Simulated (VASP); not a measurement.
# GaN (F-43m) in VASP: further runs

The runs below take GaN through single point, with PBE, LDA.

Program: VASP 6.6.1. These are calculated values, not measurements. Logs are shortened: lines on timing, memory, paths and dates and some standing lists are left out, and cuts for length are marked.

## 1. The cell of the first run

Symmetry: F-43m, No. 216, cubic system. Conventional cell: a = 4.498 Å, b = 4.498 Å, c = 4.498 Å, α = 90.00°, β = 90.00°, γ = 90.00°. Within 2.6 Å of Ga (site symmetry -43m) lie 4 N at 1.95 Å. Within 2.6 Å of N (site symmetry -43m) lie 4 Ga at 1.95 Å.

## 2. Single point, PBE

Contents of INCAR:

```
SYSTEM = GaN
PREC = Accurate ; ENCUT = 520
EDIFF = 1E-6 ; ISMEAR = 0
SIGMA = 0.01 ; LREAL = .FALSE.
LASPH = .TRUE. ; NELM = 60
ALGO = Normal ; ISIF = 2
LWAVE = .FALSE. ; LCHARG = .FALSE.
GGA = PE ; NBANDS = 16
```

Contents of KPOINTS:

```
regular mesh
0
G
  6 6 6
  0 0 0
```

Contents of POSCAR:

```
GaN
1.0
    0.0000000000      2.2489526566      2.2489526566
    2.2489526566      0.0000000000      2.2489526566
    2.2489526566      2.2489526566      0.0000000000
Ga N
1 1
Direct
    0.0000000000      0.0000000000      0.0000000000
    0.2500000000      0.2500000000      0.2500000000
```

Potentials or basis: VASP PAW PBE potentials, release 64 (Ga_d, N).

Launch:

```
$ cat potpaw_PBE.64/Ga_d/POTCAR potpaw_PBE.64/N/POTCAR > POTCAR
$ mpirun -np 1 vasp_std > vasp.out
```

OUTCAR:

```text
SYSTEM = GaN
   PREC = Accurate
   ENCUT = 520
   EDIFF = 1E-6
   ISMEAR = 0
   LREAL = .FALSE.
   LASPH = .TRUE.
   NELM = 60
   ISIF = 2
   GGA = PE

 ion  position               nearest neighbor table
   1  0.000  0.000  0.000-   2 1.95   2 1.95   2 1.95   2 1.95
   2  0.250  0.250  0.250-   1 1.95   1 1.95   1 1.95   1 1.95

  LATTYP: Found a face centered cubic cell.
 ALAT       =     4.4979053132

  Lattice vectors:

 A1 = (   0.0000000000,   2.2489526566,   2.2489526566)
 A2 = (   2.2489526566,   0.0000000000,   2.2489526566)
 A3 = (   2.2489526566,   2.2489526566,   0.0000000000)

Analysis of symmetry for initial positions (statically):
[... 5 lines left out ...]
 face centered cubic supercell.

 Subroutine GETGRP returns: Found 24 space group operations
 (whereof 24 operations were pure point group operations)
 out of a pool of 48 trial point group operations.

The static configuration has the point symmetry T_d .

Analysis of symmetry for dynamics (positions and initial velocities):
[... 5 lines left out ...]
 face centered cubic supercell.

 Subroutine GETGRP returns: Found 24 space group operations
 (whereof 24 operations were pure point group operations)
 out of a pool of 48 trial point group operations.

The dynamic configuration has the point symmetry T_d .

 Subroutine INISYM returns: Found 24 space group operations
 (whereof 24 operations are pure point group operations),
 and found     1 'primitive' translations

----------------------------------------------------------------------------------------

                                     Primitive cell

  volume of cell :      22.7495

  direct lattice vectors                    reciprocal lattice vectors
     0.000000000  2.248952657  2.248952657    -0.222325712  0.222325712  0.222325712
     2.248952657  0.000000000  2.248952657     0.222325712 -0.222325712  0.222325712
     2.248952657  2.248952657  0.000000000     0.222325712  0.222325712 -0.222325712

  length of vectors
     3.180499348  3.180499348  3.180499348     0.385079429  0.385079429  0.385079429

  position of ions in fractional coordinates (direct lattice)
     0.000000000  0.000000000  0.000000000
     0.250000000  0.250000000  0.250000000

  ion indices of the primitive-cell ions
   primitive index   ion index
                 1           1
                 2           2

----------------------------------------------------------------------------------------

 KPOINTS: regular mesh

Automatic generation of k-mesh.
 Grid dimensions read from file:
 generate k-points for:    6    6    6

 Generating k-lattice:

  Cartesian coordinates                     Fractional coordinates (reciprocal lattice)
    -0.037054285  0.037054285  0.037054285     0.166666667  0.000000000  0.000000000
     0.037054285 -0.037054285  0.037054285     0.000000000  0.166666667  0.000000000
     0.037054285  0.037054285 -0.037054285     0.000000000  0.000000000  0.166666667

  Length of vectors
     0.064179905  0.064179905  0.064179905

  Shift w.r.t. Gamma in fractional coordinates (k-lattice)
     0.000000000  0.000000000  0.000000000

 Subroutine IBZKPT returns following result:
 ===========================================

 Found     16 irreducible k-points:

 Following reciprocal coordinates:
            Coordinates               Weight
  0.000000  0.000000  0.000000      1.000000
  0.166667  0.000000  0.000000      8.000000
  0.333333  0.000000  0.000000      8.000000
  0.500000  0.000000  0.000000      4.000000
  0.166667  0.166667  0.000000      6.000000
  0.333333  0.166667  0.000000     24.000000
[... 8 lines left out ...]
 -0.333333  0.333333  0.166667     24.000000
 -0.333333  0.500000  0.166667     12.000000
   k-points           NKPTS =     16   k-points in BZ     NKDIM =     16   number of bands    NBANDS=     16
   number of dos      NEDOS =    301   number of ions     NIONS =      2
   total plane-waves  NPLWV =  13824
   dimension x,y,z NGX =    24 NGY =   24 NGZ =   24
   dimension x,y,z NGXF=    48 NGYF=   48 NGZF=   48
   ions per type =               1   1
   NGX,Y,Z   is equivalent  to a cutoff of  12.54, 12.54, 12.54 a.u.
   NGXF,Y,Z  is equivalent  to a cutoff of  25.09, 25.09, 25.09 a.u.
 SYSTEM =  GaN
   PREC   = accura    normal or accurate (medium, high low for compatibility)
   ISTART =      0    job   : 0-new  1-cont  2-samecut
   ICHARG =      2    charge: 1-file 2-atom 10-const
   ISPIN  =      1    spin polarized calculation?
   LNONCOLLINEAR =      F non collinear calculations
   LSORBIT =      F    spin-orbit coupling
   LASPH  =      T    aspherical Exc in radial PAW
   ENCUT  =  520.0 eV  38.22 Ry    6.18 a.u.   5.91  5.91  5.91*2*pi/ulx,y,z
   NELM   =     60;   NELMIN=  2; NELMDL= -5     # of ELM steps
   EDIFF  = 0.1E-05   stopping-criterion for ELM
   LREAL  =      F    real-space projection
   EDIFFG = 0.1E-04   stopping-criterion for IOM
   NSW    =      0    number of steps for IOM
   IBRION =     -1    ionic relax: 0-MD 1-quasi-New 2-CG
   NFREE  =      0    steps in history (QN), initial steepest desc. (CG)
   ISIF   =      2    stress and relaxation
   ISYM   =      2    0-nonsym 1-usesym 2-fastsym
   POTIM  = 0.5000    time-step for ionic-motion
   TEBEG  =    0.0;   TEEND  =   0.0 temperature during run
   PSTRESS=    0.0 pullay stress
   NELECT =      18.0000    total number of electrons
   NUPDOWN=      -1.0000    fix difference up-down
   EMIN   =  10.00;   EMAX   =-10.00  energy-range for DOS
   EFERMI =   0.00;   METHOD = LEGACY
   ISMEAR =     0;   SIGMA  =   0.01  broadening in eV -4-tet -1-fermi 0-gaus
   EFERMI_NEDOS =   21; number of points for ismear=-14 and -15
   IALGO  =     38    algorithm
   IMIX   =      4    mixing-type and parameters
     AMIX     =   0.40;   BMIX     =  1.00
     AMIX_MAG =   1.60;   BMIX_MAG =  1.00
  volume/ion in A,a.u.               =      11.37        76.76
  Fermi-wavevector in a.u.,A,eV,Ry     =   1.514172  2.861371 31.194327  2.292718
  Thomas-Fermi vector in A             =   2.623866
   LORBIT       =      0    0 simple, 1 ext, 2 COOP (PROOUT), +10 PAW based schemes
   GGA     = PE    functional components
   LHFCALC =     F    Hartree Fock is set to
   AEXX    =    0.0000 exact exchange contribution
   IVDW    =     0    specifies the selected vdW correction
   LEPSILON=     F    determine dielectric tensor
   LRPA    =     F    only Hartree local field effects (RPA)
 non-spin polarized calculation
 Gauss-broadening in eV      SIGMA  =   0.01
  energy-cutoff  :      520.00
  volume of cell :       22.75
 maximum number of plane-waves:       624
   NGX = 11   NGY = 11   NGZ = 11

 number of electron      18.0000009 magnetization

 Free energy of the ion-electron system (eV)
  ---------------------------------------------------
  ext. energy  EPLUGINS =         0.00000000
  ---------------------------------------------------
  free energy    TOTEN  =       -12.13378256 eV

  energy without entropy =      -12.13378256  energy(sigma->0) =      -12.13378256

 E-fermi :   5.4067     XC(G=0): -11.6982

 val. band max:        5.3522801826   @ k =   0.0000   0.0000   0.0000
 cond. band min:       7.1138474959   @ k =   0.0000   0.0000   0.0000
 fundamental gap:      1.7615673133
 Fermi energy:         5.4067024670

 k-point     1 :       0.0000    0.0000    0.0000
  band No.  band energies     occupation
      1     -10.6346      2.00000
      2      -8.0992      2.00000
      3      -8.0992      2.00000
      4      -8.0992      2.00000
      5      -7.7735      2.00000
      6      -7.7735      2.00000
[... 8 lines left out ...]
     15      24.2499      0.00000
     16      24.2499      0.00000

 k-point     2 :       0.1667    0.0000    0.0000
  band No.  band energies     occupation
      1     -10.3466      2.00000
      2      -8.0647      2.00000
      3      -8.0647      2.00000
      4      -7.9730      2.00000
      5      -7.7749      2.00000
      6      -7.7749      2.00000
[... 8 lines left out ...]
     15      22.3014      0.00000
     16      22.3014      0.00000

 k-point     3 :       0.3333    0.0000    0.0000
  band No.  band energies     occupation
      1      -9.8644      2.00000
      2      -8.0188      2.00000
      3      -8.0188      2.00000
      4      -7.7523      2.00000
      5      -7.7523      2.00000
      6      -7.3114      2.00000
[... 8 lines left out ...]
     15      23.0724      0.00000
     16      23.0724      0.00000

 k-point     4 :       0.5000    0.0000    0.0000
  band No.  band energies     occupation
      1      -9.7070      2.00000
      2      -8.0100      2.00000
      3      -8.0100      2.00000
      4      -7.7256      2.00000
      5      -7.7256      2.00000
      6      -6.5273      2.00000
[... 8 lines left out ...]
     15      25.0859      0.00000
     16      25.0859      0.00000

 k-point     5 :       0.1667    0.1667    0.0000
  band No.  band energies     occupation
      1     -10.2548      2.00000
      2      -8.0291      2.00000
      3      -8.0291      2.00000
      4      -7.9912      2.00000
      5      -7.7838      2.00000
      6      -7.7540      2.00000
[... 8 lines left out ...]
     15      25.9826      0.00000
     16      26.1673      0.00000

 k-point     6 :       0.3333    0.1667    0.0000
  band No.  band energies     occupation
      1      -9.8568      2.00000
      2      -8.0005      2.00000
      3      -7.9683      2.00000
      4      -7.8609      2.00000
      5      -7.7325      2.00000
      6      -7.4074      2.00000
[... 8 lines left out ...]
     15      24.9127      0.00000
     16      25.4385      0.00000

 k-point     7 :       0.5000    0.1667    0.0000
  band No.  band energies     occupation
      1      -9.6499      2.00000
      2      -8.0008      2.00000
      3      -7.9532      2.00000
      4      -7.7946      2.00000
      5      -7.7229      2.00000
      6      -6.4531      2.00000
[... 8 lines left out ...]
     15      24.8089      0.00000
     16      25.7519      0.00000

 k-point     8 :      -0.3333    0.1667    0.0000
  band No.  band energies     occupation
      1      -9.6928      2.00000
      2      -8.0028      2.00000
      3      -7.9673      2.00000
      4      -7.7687      2.00000
      5      -7.7671      2.00000
      6      -6.7260      2.00000
[... 8 lines left out ...]
     15      22.6030      0.00000
     16      25.3229      0.00000

 k-point     9 :      -0.1667    0.1667    0.0000
  band No.  band energies     occupation
      1     -10.0016      2.00000
      2      -8.0216      2.00000
      3      -8.0201      2.00000
      4      -7.8062      2.00000
      5      -7.7956      2.00000
      6      -7.5999      2.00000
[... 8 lines left out ...]
     15      22.2772      0.00000
     16      25.3791      0.00000

 k-point    10 :       0.3333    0.3333    0.0000
  band No.  band energies     occupation
      1      -9.6791      2.00000
      2      -7.9654      2.00000
      3      -7.8750      2.00000
      4      -7.8750      2.00000
      5      -7.7149      2.00000
      6      -7.0725      2.00000
[... 8 lines left out ...]
     15      27.8824      0.00000
     16      27.9250      0.00000

 k-point    11 :       0.5000    0.3333    0.0000
  band No.  band energies     occupation
      1      -9.5611      2.00000
      2      -7.9810      2.00000
      3      -7.8452      2.00000
      4      -7.8395      2.00000
      5      -7.7115      2.00000
      6      -6.2561      2.00000
[... 8 lines left out ...]
     15      27.9034      0.00000
     16      27.9713      0.00000

 k-point    12 :      -0.3333    0.3333    0.0000
  band No.  band energies     occupation
      1      -9.5646      2.00000
      2      -7.9866      2.00000
      3      -7.8721      2.00000
      4      -7.8198      2.00000
      5      -7.7549      2.00000
      6      -6.0321      2.00000
[... 8 lines left out ...]
     15      24.3481      0.00000
     16      28.3182      0.00000

 k-point    13 :       0.5000    0.5000    0.0000
  band No.  band energies     occupation
      1      -9.5309      2.00000
      2      -8.0140      2.00000
      3      -7.7899      2.00000
      4      -7.7899      2.00000
      5      -7.6953      2.00000
      6      -6.1044      2.00000
[... 8 lines left out ...]
     15      27.2264      0.00000
     16      30.0191      0.00000

 k-point    14 :       0.5000    0.3333    0.1667
  band No.  band energies     occupation
      1      -9.6385      2.00000
      2      -7.9619      2.00000
      3      -7.9407      2.00000
      4      -7.8333      2.00000
      5      -7.7362      2.00000
      6      -6.6582      2.00000
[... 8 lines left out ...]
     15      25.3062      0.00000
     16      27.8523      0.00000

 k-point    15 :      -0.3333    0.3333    0.1667
  band No.  band energies     occupation
      1      -9.5645      2.00000
      2      -7.9762      2.00000
      3      -7.9093      2.00000
      4      -7.7971      2.00000
      5      -7.7501      2.00000
      6      -6.0302      2.00000
[... 8 lines left out ...]
     15      24.2917      0.00000
     16      28.2586      0.00000

 k-point    16 :      -0.3333    0.5000    0.1667
  band No.  band energies     occupation
      1      -9.5294      2.00000
      2      -7.9672      2.00000
      3      -7.8918      2.00000
      4      -7.7820      2.00000
      5      -7.7332      2.00000
      6      -5.8836      2.00000
[... 8 lines left out ...]
     15      26.0798      0.00000
     16      28.4746      0.00000

------------------------ aborting loop because EDIFF is reached ----------------------------------------

  FORCE on cell =-STRESS in cart. coord.  units (eV):
  Direction    XX          YY          ZZ          XY          YZ          ZX
  --------------------------------------------------------------------------------------
  -------------------------------------------------------------------------------------
  Total        0.8853118      0.8853118      0.8853118      0.0000000      0.0000000      0.0000000
  in kB       62.3499228     62.3499228     62.3499228      0.0000000      0.0000000      0.0000000
  external PRESSURE =      62.3499228 kB  Pullay stress =       0.0000000 kB

 VOLUME and BASIS-vectors are now :
 -----------------------------------------------------------------------------
  energy-cutoff  :      520.00
  volume of cell :       22.75
      direct lattice vectors                 reciprocal lattice vectors
     0.000000000  2.248952657  2.248952657    -0.222325712  0.222325712  0.222325712
     2.248952657  0.000000000  2.248952657     0.222325712 -0.222325712  0.222325712
     2.248952657  2.248952657  0.000000000     0.222325712  0.222325712 -0.222325712

 POSITION                                       TOTAL-FORCE (eV/Angst)
 -----------------------------------------------------------------------------------
      0.00000      0.00000      0.00000         0.000000     -0.000000     -0.000000
      1.12448      1.12448      1.12448        -0.000000      0.000000      0.000000
 -----------------------------------------------------------------------------------
    total drift:                                0.000002      0.000002      0.000002

  FREE ENERGIE OF THE ION-ELECTRON SYSTEM (eV)
  ---------------------------------------------------
  free  energy   TOTEN  =       -12.1337825574 eV

  energy  without entropy=      -12.1337825574  energy(sigma->0) =      -12.13378256
```

Wall time 6.1 s (1 thread of Intel Xeon Platinum 8259CL at 2.50GHz (Skylake/Cascade Lake), shared host); peak memory 0.13 GiB.

What came out:

```yaml
Free_energy: -12.1338 eV
Pressure: 6.2 GPa
Band_gap_on_the_k_mesh: 1.76 eV, direct
```

## 3. Single point, PBE

Contents of INCAR:

```
  PREC = Accurate
  ENCUT = 520
  EDIFF = 1E-7
  ISMEAR = 0
  SIGMA = 0.01
  LREAL = False
  LASPH = True
  NELM = 80
  ALGO = Normal
  ISIF = 2
  LWAVE = False
  LCHARG = False
  GGA = PE
  NBANDS = 16
```

Contents of KPOINTS:

```
regular mesh
0
Gamma
  6 6 6
```

POSCAR is that of step 2.

Potentials or basis: VASP PAW PBE potentials, release 64 (Ga_d, N).

Launch:

```
$ cat potpaw_PBE.64/Ga_d/POTCAR potpaw_PBE.64/N/POTCAR > POTCAR
$ mpirun -np 1 vasp_std > vasp.out
```

Run time: 8.5 s. Hardware: 1 thread of Intel Xeon Platinum 8259CL at 2.50GHz (Skylake/Cascade Lake), shared host; peak memory 0.13 GiB.

It converged, with:

```
Free energy            : -12.1338 eV
Pressure               : 6.2 GPa
Band gap on the k mesh : 1.76 eV, direct
```

Levels at points of the mesh, in eV from the valence-band top:
| k point | band 5 | band 6 | band 7 | band 8 | band 9 | band 10 | band 11 | band 12 | band 13 | band 14 |
| --- | --- | --- | --- | --- | --- | --- | --- | --- | --- | --- |
| (0.00, 0.00, 0.00) | -13.13 | -13.13 | 0.00 | 0.00 | 0.00 | 1.76 | 10.34 | 10.34 | 10.34 | 17.68 |
| (0.50, 0.00, 0.00) | -13.08 | -11.88 | -7.08 | -0.98 | -0.98 | 4.68 | 8.76 | 10.39 | 10.39 | 15.68 |
| (0.50, 0.50, 0.00) | -13.05 | -11.46 | -6.15 | -2.72 | -2.72 | 3.35 | 6.70 | 11.75 | 14.02 | 14.02 |

PBE gaps usually lie below the measured ones, often by a third to a half.

## 4. Single point, LDA

This run uses another cell than the first one, of 11.05 Å³/atom, 0.972 times its volume.

Contents of INCAR:

```
SYSTEM = GaN
  PREC = Accurate
  ENCUT = 520
  EDIFF = 1E-6
  ISMEAR = -1
  SIGMA = 0.02
  LREAL = .FALSE.
  LASPH = .TRUE.
  NELM = 100
  ALGO = Normal
  ISIF = 2
  LWAVE = .FALSE.
  LCHARG = .TRUE.
  LELF = .TRUE.
  LVHAR = .TRUE.
  NBANDS = 16
```

Contents of KPOINTS:

```
regular mesh
0
G
  8 8 8
  0 0 0
```

Contents of POSCAR:

```
GaN
1.0
    0.0000000000      2.2276639158      2.2276639158
    2.2276639158      0.0000000000      2.2276639158
    2.2276639158      2.2276639158      0.0000000000
Ga N
1 1
Direct
    0.0000000000      0.0000000000      0.0000000000
    0.2500000000      0.2500000000      0.2500000000
```

Potentials or basis: VASP PAW LDA potentials, release 64 (Ga_d, N).

Launch:

```
$ cat potpaw_LDA.64/Ga_d/POTCAR potpaw_LDA.64/N/POTCAR > POTCAR
$ mpirun -np 1 vasp_std > vasp.out
```

Wall time 7.1 s (1 thread of Intel Xeon Platinum 8259CL at 2.50GHz (Skylake/Cascade Lake), shared host); peak memory 0.13 GiB.

Results (log left out):

| Item | Value |
| --- | --- |
| Free energy | -13.9434 eV |
| Pressure | 1.1 GPa |
| Band gap on the k mesh | 1.97 eV, direct |

Levels at points of the mesh, in eV from the valence-band top:
```
           k point  band 7  band 8  band 9  band 10  band 11  band 12
(0.00, 0.00, 0.00)    0.00    0.00    0.00     1.97    10.33    10.33
(0.50, 0.00, 0.00)   -7.35   -1.02   -1.02     4.78     8.77    10.38
(0.50, 0.50, 0.00)   -6.35   -2.86   -2.86     3.26     6.68    11.75
```
